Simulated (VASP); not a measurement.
# LuH2 (d3) (Fm-3m) in VASP: a series of runs

The runs below take LuH2 (d3) through single point, relaxation of cell and atoms, with PBEsol+D3(BJ).

All numbers are computed with VASP 6.6.1; they aren't measurements. Logs are shortened: lines on timing, memory, paths and dates and some standing lists are left out, and cuts for length are marked.

## 1. The cell of the first run

The structure is cubic, space group Fm-3m (No. 225). Conventional cell: a = 4.907 Å, b = 4.907 Å, c = 4.907 Å, α = 90.00°, β = 90.00°, γ = 90.00°. Within 2.8 Å of Lu (site symmetry m-3m) lie 8 H at 2.12 Å. Within 2.8 Å of H (site symmetry -43m) lie 4 Lu at 2.12 Å and 6 H at 2.45 Å.

## 2. Single point, PBEsol+D3(BJ)

The input, INCAR:

```
SYSTEM = LuH2
PREC = Accurate
ENCUT = 520
EDIFF = 1E-6
ISMEAR = 0
SIGMA = 0.1
LREAL = .False.
LASPH = .True.
NELM = 100
ALGO = Normal
ISIF = 2
LWAVE = .False.
LCHARG = .False.
GGA = PS
IVDW = 12
NBANDS = 20
```

The input, KPOINTS:

```
regular mesh
0
Gamma
  14 14 14
  0 0 0
```

The input, POSCAR:

```
LuH2
1.0
    0.0000000000      2.4533143865      2.4533143865
    2.4533143865      0.0000000000      2.4533143865
    2.4533143865      2.4533143865      0.0000000000
Lu H
1 2
Direct
    0.0000000000      0.0000000000      0.0000000000
    0.2500000000      0.2500000000      0.2500000000
    0.7500000000      0.7500000000      0.7500000000
```

Potentials or basis: VASP PAW PBE potentials, release 64 (Lu, H).

The run is started by

```console
$ cat potpaw_PBE.64/Lu/POTCAR potpaw_PBE.64/H/POTCAR > POTCAR
$ mpirun -np 1 vasp_std > vasp.out
```

OUTCAR:

```text
SYSTEM = LuH2
   PREC = Accurate
   ENCUT = 520
   EDIFF = 1E-6
   ISMEAR = 0
   LREAL = .False.
   LASPH = .True.
   NELM = 100
   ISIF = 2
   GGA = PS
   IVDW = 12
 IVDW          = 12

 ion  position               nearest neighbor table
   1  0.000  0.000  0.000-   3 2.12   3 2.12   3 2.12   2 2.12   3 2.12   2 2.12   2 2.12   2 2.12

   2  0.250  0.250  0.250-   1 2.12   1 2.12   1 2.12   1 2.12
   3  0.750  0.750  0.750-   1 2.12   1 2.12   1 2.12   1 2.12

  LATTYP: Found a face centered cubic cell.
 ALAT       =     4.9066287730

  Lattice vectors:

 A1 = (   0.0000000000,   2.4533143865,   2.4533143865)
 A2 = (   2.4533143865,   0.0000000000,   2.4533143865)
 A3 = (   2.4533143865,   2.4533143865,   0.0000000000)

Analysis of symmetry for initial positions (statically):
=====================================================================
 Subroutine PRICEL returns:
 Original cell was already a primitive cell.

 Routine SETGRP: Setting up the symmetry group for a
 face centered cubic supercell.

 Subroutine GETGRP returns: Found 48 space group operations
 (whereof 48 operations were pure point group operations)
 out of a pool of 48 trial point group operations.

The static configuration has the point symmetry O_h .

Analysis of symmetry for dynamics (positions and initial velocities):
=====================================================================
 Subroutine PRICEL returns:
 Original cell was already a primitive cell.

 Routine SETGRP: Setting up the symmetry group for a
 face centered cubic supercell.

 Subroutine GETGRP returns: Found 48 space group operations
 (whereof 48 operations were pure point group operations)
 out of a pool of 48 trial point group operations.

The dynamic configuration has the point symmetry O_h .

 Subroutine INISYM returns: Found 48 space group operations
 (whereof 48 operations are pure point group operations),
 and found     1 'primitive' translations

----------------------------------------------------------------------------------------

                                     Primitive cell

  volume of cell :      29.5318

  direct lattice vectors                    reciprocal lattice vectors
     0.000000000  2.453314387  2.453314387    -0.203805922  0.203805922  0.203805922
     2.453314387  0.000000000  2.453314387     0.203805922 -0.203805922  0.203805922
     2.453314387  2.453314387  0.000000000     0.203805922  0.203805922 -0.203805922

  length of vectors
[... 84 lines left out ...]
   EDIFF  = 0.1E-05   stopping-criterion for ELM
   LREAL  =      F    real-space projection
   EDIFFG = 0.1E-04   stopping-criterion for IOM
   NSW    =      0    number of steps for IOM
   IBRION =     -1    ionic relax: 0-MD 1-quasi-New 2-CG
   NFREE  =      0    steps in history (QN), initial steepest desc. (CG)
   ISIF   =      2    stress and relaxation
   ISYM   =      2    0-nonsym 1-usesym 2-fastsym
   POTIM  = 0.5000    time-step for ionic-motion
   TEBEG  =    0.0;   TEEND  =   0.0 temperature during run
   PSTRESS=    0.0 pullay stress
   NELECT =      27.0000    total number of electrons
   NUPDOWN=      -1.0000    fix difference up-down
   EMIN   =  10.00;   EMAX   =-10.00  energy-range for DOS
   EFERMI =   0.00;   METHOD = LEGACY
   ISMEAR =     0;   SIGMA  =   0.10  broadening in eV -4-tet -1-fermi 0-gaus
   EFERMI_NEDOS =   21; number of points for ismear=-14 and -15
   IALGO  =     38    algorithm
   IMIX   =      4    mixing-type and parameters
     AMIX     =   0.40;   BMIX     =  1.00
     AMIX_MAG =   1.60;   BMIX_MAG =  1.00
  volume/ion in A,a.u.               =       9.84        66.43
  Fermi-wavevector in a.u.,A,eV,Ry     =   1.588911  3.002606 34.349784  2.524638
  Thomas-Fermi vector in A             =   2.687842
   LORBIT       =      0    0 simple, 1 ext, 2 COOP (PROOUT), +10 PAW based schemes
   GGA     = PS    functional components
   LHFCALC =     F    Hartree Fock is set to
   AEXX    =    0.0000 exact exchange contribution
   IVDW    =    12    specifies the selected vdW correction
   LEPSILON=     F    determine dielectric tensor
   LRPA    =     F    only Hartree local field effects (RPA)
 non-spin polarized calculation
 Gauss-broadening in eV      SIGMA  =   0.10
  energy-cutoff  :      520.00
  volume of cell :       29.53
 maximum number of plane-waves:       821
 NGX is ok and might be reduce to    28
   NGX = 13   NGY = 13   NGZ = 13

 number of electron      27.0000000 magnetization

 Free energy of the ion-electron system (eV)
  ---------------------------------------------------
  ext. energy  EPLUGINS =         0.00000000
  ---------------------------------------------------
  free energy    TOTEN  =       -13.68796087 eV

  energy without entropy =      -13.68446755  energy(sigma->0) =      -13.68621421

 E-fermi :   2.7732     XC(G=0): -11.5702

 val. band max:        2.7206153276   @ k =  -0.3571   0.2143   0.0000
 cond. band min:       2.7966771122   @ k =   0.4286   0.2143   0.0000
 fundamental gap:      0.0760617847
 Fermi energy:         2.7732253316

 k-point     1 :       0.0000    0.0000    0.0000
  band No.  band energies     occupation
      1     -53.0994      2.00000
      2     -23.5836      2.00000
      3     -23.5836      2.00000
      4     -23.5836      2.00000
      5      -6.7727      2.00000
      6      -2.2821      2.00000
[... 541 lines left out ...]
     19      12.0105      0.00000
     20      14.1135      0.00000

 [... further k-points ...]

------------------------ aborting loop because EDIFF is reached ----------------------------------------

 Edisp (eV)   -0.59136

 E8    (eV) :    -0.4020

  FORCE on cell =-STRESS in cart. coord.  units (eV):
  Direction    XX          YY          ZZ          XY          YZ          ZX
  --------------------------------------------------------------------------------------
  -------------------------------------------------------------------------------------
  Total       0.07544     0.07544     0.07544    -0.00000    -0.00000     0.00000
  in kB       4.09275     4.09275     4.09275    -0.00000    -0.00000     0.00000
  external pressure =        4.09 kB  Pullay stress =        0.00 kB

 VOLUME and BASIS-vectors are now :
 -----------------------------------------------------------------------------
  energy-cutoff  :      520.00
  volume of cell :       29.53
      direct lattice vectors                 reciprocal lattice vectors
     0.000000000  2.453314387  2.453314387    -0.203805922  0.203805922  0.203805922
     2.453314387  0.000000000  2.453314387     0.203805922 -0.203805922  0.203805922
     2.453314387  2.453314387  0.000000000     0.203805922  0.203805922 -0.203805922

 POSITION                                       TOTAL-FORCE (eV/Angst)
 -----------------------------------------------------------------------------------
      0.00000      0.00000      0.00000        -0.000000     -0.000000      0.000000
      1.22666      1.22666      1.22666         0.000000      0.000000     -0.000000
      3.67997      3.67997      3.67997        -0.000000     -0.000000      0.000000
 -----------------------------------------------------------------------------------
    total drift:                               -0.000000     -0.000000      0.000000

  FREE ENERGIE OF THE ION-ELECTRON SYSTEM (eV)
  ---------------------------------------------------
  free  energy   TOTEN  =       -14.2793231558 eV

  energy  without entropy=      -14.2758298288  energy(sigma->0) =      -14.27757649
```

stdout:

```text
POSCAR found type information on POSCAR LuH
 POSCAR found :  2 types and       3 ions
 scaLAPACK will be used
 -----------------------------------------------------------------------------
|                                                                             |
|                                                                             |
|     You enforced a specific xc type in the INCAR file but a different       |
|     I HOPE YOU KNOW WHAT YOU ARE DOING!                                     |
|                                                                             |
 -----------------------------------------------------------------------------

 LDA part: xc-table for (Slater+PW92), standard interpolation
 POSCAR, INCAR and KPOINTS ok, starting setup
 FFT: planning ... GRIDC
 FFT: planning ... GRID_SOFT
 FFT: planning ... GRID
 WAVECAR not read
 entering main loop
```

Wall time 42 s (1 thread of AMD EPYC 9R14 (Zen 4), shared host); peak memory 0.19 GiB.

Results:

```
Free energy                : -14.2793 eV
Pressure                   : 0.4 GPa
Dispersion energy per atom : -0.197 eV
```

Caveat: the PAW data sets were made with another functional, which shifts forces and pressure a little; spin-orbit coupling is left out, which moves the levels of the heavy elements; pairwise dispersion overbinds metals, which lowers pressure and volume.

## 3. Relaxation of cell and atoms, PBEsol+D3(BJ)

This run uses another cell than the first one, of 10.62 Å³/atom, 1.079 times its volume.

The input, INCAR:

```
PREC = Accurate
ENCUT = 600
EDIFF = 1E-6
ISMEAR = 0
SIGMA = 0.1
LREAL = F
LASPH = T
NELM = 100
ALGO = Normal
ISIF = 3
LWAVE = F
LCHARG = F
GGA = PS
IVDW = 12
IBRION = 2
NSW = 100
EDIFFG = -0.002
```

The input, KPOINTS:

```
regular mesh
0
Gamma
  14 14 14
```

The input, POSCAR:

```
LuH2
1.0
    0.0000000000      2.5165000000      2.5165000000
    2.5165000000      0.0000000000      2.5165000000
    2.5165000000      2.5165000000      0.0000000000
Lu H
1 2
Direct
    0.0000000000      0.0000000000      0.0000000000
    0.2500000000      0.2500000000      0.2500000000
    0.7500000000      0.7500000000      0.7500000000
```

Potentials or basis: VASP PAW PBE potentials, release 64 (Lu, H).

The run is started by

```console
$ cat potpaw_PBE.64/Lu/POTCAR potpaw_PBE.64/H/POTCAR > POTCAR
$ mpirun -np 1 vasp_std > vasp.out
```

Run time: 6.7 min. Hardware: 1 thread of AMD EPYC 9R14 (Zen 4), shared host; peak memory 0.22 GiB.

The run converged. Its results:

* Free energy: -14.2813 eV
* Relaxed volume: 9.89 Å³/atom
* Relaxed cell: a = 3.475 Å, b = 3.475 Å, c = 3.475 Å, α = 60.00°, β = 60.00°, γ = 60.00°
* Space group after relaxing (to 0.05 Å): Fm-3m (No. 225)
* Energy gained by relaxing: 15.7 meV/atom
* Ionic steps: 22
* Pressure after relaxing: 0.0 GPa
* Dispersion energy per atom: -0.196 eV

Step by step:
| step | energy change (eV) | largest force (eV/Å) | pressure (GPa) | volume (Å³) |
| --- | --- | --- | --- | --- |
| 1 | 0.0000 | 0.0000 | -6.48 | 31.87 |
| 2 | -0.0464 | 0.0000 | -1.00 | 29.93 |
| 3 | -0.0470 | 0.0000 | 0.11 | 29.63 |
| 4 | -0.0471 | 0.0000 | 0.12 | 29.67 |
| 5 | -0.0469 | 0.0000 | -0.41 | 29.80 |
| 6 | -0.0470 | 0.0000 | -0.13 | 29.71 |
| 7 | -0.0470 | 0.0000 | -0.07 | 29.71 |
| 8 | -0.0470 | 0.0000 | -0.09 | 29.71 |
| 9 | -0.0470 | 0.0000 | -0.17 | 29.71 |
| 10 | -0.0470 | 0.0000 | -0.14 | 29.71 |
| 11 | -0.0470 | 0.0000 | -0.13 | 29.71 |
| 12 | -0.0470 | 0.0000 | -0.12 | 29.71 |
| 13 | -0.0470 | 0.0000 | -0.07 | 29.71 |
| 14 | -0.0470 | 0.0000 | -0.09 | 29.71 |
| 15 | -0.0470 | 0.0000 | -0.07 | 29.71 |
| 16 | -0.0471 | 0.0000 | -0.22 | 29.70 |
| 17 | -0.0471 | 0.0000 | -0.09 | 29.69 |
| 18 | -0.0471 | 0.0000 | -0.05 | 29.67 |
| 19 | -0.0470 | 0.0000 | 0.14 | 29.63 |
| 20 | -0.0471 | 0.0000 | 0.12 | 29.66 |
| 21 | -0.0471 | 0.0000 | 0.05 | 29.67 |
| 22 | -0.0471 | 0.0000 | -0.03 | 29.67 |

Final structure:
```
Lu H
1.0
     0.00000    2.45719    2.45719
     2.45719    0.00000    2.45719
     2.45719    2.45719    0.00000
Lu H
1 2
Direct
  0.00000 0.00000 0.00000
  0.25000 0.25000 0.25000
  0.75000 0.75000 0.75000
```

Levels at points of the mesh, in eV from the Fermi level:
| k point | band 10 | band 11 | band 12 | band 13 | band 14 | band 15 | band 16 | band 17 |
| --- | --- | --- | --- | --- | --- | --- | --- | --- |
| (0.00, 0.00, 0.00) | -4.60 | -4.60 | -4.60 | -0.22 | 1.46 | 1.46 | 1.46 | 4.52 |
| (0.50, 0.00, 0.00) | -4.62 | -4.62 | -4.60 | -3.67 | 1.53 | 1.53 | 5.17 | 6.20 |
| (0.50, 0.50, 0.00) | -4.64 | -4.63 | -4.63 | -3.71 | -2.46 | 6.43 | 6.52 | 6.52 |

Caveat: the PAW data sets were made with another functional, which shifts forces and pressure a little; spin-orbit coupling is left out, which moves the levels of the heavy elements; pairwise dispersion overbinds metals, which lowers pressure and volume.

## 4. Single point, PBEsol+D3(BJ)

This run uses another cell than the first one, of 10.62 Å³/atom, 1.079 times its volume.

The input, INCAR:

```
  ALGO = Normal
  EDIFF = 1E-7
  ENCUT = 520
  GGA = PS
  ISIF = 2
  ISMEAR = 0
  IVDW = 12
  LASPH = T
  LCHARG = F
  LREAL = F
  LWAVE = F
  NBANDS = 20
  NELM = 100
  PREC = Accurate
  SIGMA = 0.1
```

The input, KPOINTS:

```
k-points
0
Gamma
  6 6 6
```

POSCAR is that of step 3.

The run is started by

```console
$ cat potpaw_PBE.64/Lu/POTCAR potpaw_PBE.64/H/POTCAR > POTCAR
$ mpirun -np 1 vasp_std > vasp.out
```

Run time: 11 s. Hardware: 1 thread of AMD EPYC 9R14 (Zen 4), shared host; peak memory 0.14 GiB.

Results (log left out):

```yaml
Free_energy: -14.2330 eV
Pressure: -6.6 GPa
Dispersion_energy_per_atom: -0.182 eV
```

Levels at points of the mesh, in eV from the Fermi level:
```
           k point  band 11  band 12  band 13  band 14  band 15  band 16
(0.00, 0.00, 0.00)    -4.99    -4.99    -0.58     1.22     1.22     1.22
(0.50, 0.00, 0.00)    -5.00    -4.99    -4.02     1.29     1.29     4.77
(0.50, 0.50, 0.00)    -5.01    -5.01    -4.08    -2.49     5.78     5.86
```

Caveat: the k points lie up to 0.36 Å⁻¹ apart; the PAW data sets were made with another functional, which shifts forces and pressure a little; spin-orbit coupling is left out, which moves the levels of the heavy elements; pairwise dispersion overbinds metals, which lowers pressure and volume.

## 5. Overview

| task | cell | k mesh | cutoff (eV) | gap on the mesh (eV) | pressure (GPa) |
| --- | --- | --- | --- | --- | --- |
| single point | a = 3.470 Å, angles 60.0°, 3 atoms | 14 × 14 × 14 | 520 | none | 0.4 |
| relaxation of cell and atoms | relaxed from a = 3.559 Å, angles 60.0°, 3 atoms | 14 × 14 × 14 | 600 | none | 0.0 |
| single point | a = 3.559 Å, angles 60.0°, 3 atoms | 6 × 6 × 6 | 520 | none | -6.6 |

Alike in all rows: level PBEsol+D3(BJ); potentials or basis VASP PAW PBE potentials, release 64 (Lu, H); no spin polarisation; smearing gaussian 0.1 eV.

Caveats: some runs use coarse meshes; the PAW data sets were made with another functional, which shifts forces and pressure a little; spin-orbit coupling is left out, which moves the levels of the heavy elements; pairwise dispersion overbinds metals, which lowers pressure and volume.

Total energies depend on the potentials used, so only differences within one code and one set of settings carry meaning.
